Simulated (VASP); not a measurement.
A run of VASP 6.6.1 is set up as follows.

File INCAR:

```
  ALGO = Normal
  EDIFF = 1E-7
  ENCUT = 520
  GGA = PE
  ISIF = 2
  ISMEAR = -1
  LASPH = T
  LCHARG = F
  LREAL = F
  LWAVE = F
  NBANDS = 31
  NELM = 60
  PREC = Accurate
  SIGMA = 0.1
```

The input KPOINTS:

```
k-points
0
Gamma
  7 7 7
```

The input POSCAR:

```
Yb
1.0
    0.0000000000      4.4880806506      4.4880806506
    4.4880806506      0.0000000000      4.4880806506
    4.4880806506      4.4880806506      0.0000000000
Yb
2
Direct
    0.1250000000      0.1250000000      0.1250000000
    0.8750000000      0.8750000000      0.8750000000
```

Potentials or basis: VASP PAW PBE potentials, release 64 (Yb).

Run with:

```sh
$ cat potpaw_PBE.64/Yb/POTCAR > POTCAR
$ mpirun -np 1 vasp_std > vasp.out
```

Q: What does it give for the band gap on the k mesh?

A: Zero (bands 24 and 25 overlap by 0.91 eV).

Q: What does it give for the pressure?

A: -0.4 GPa.

Caveat: spin-orbit coupling is left out, which moves the levels of the heavy elements. Spin polarisation is off, so any magnetic state and its effect on volume and gap are missing.
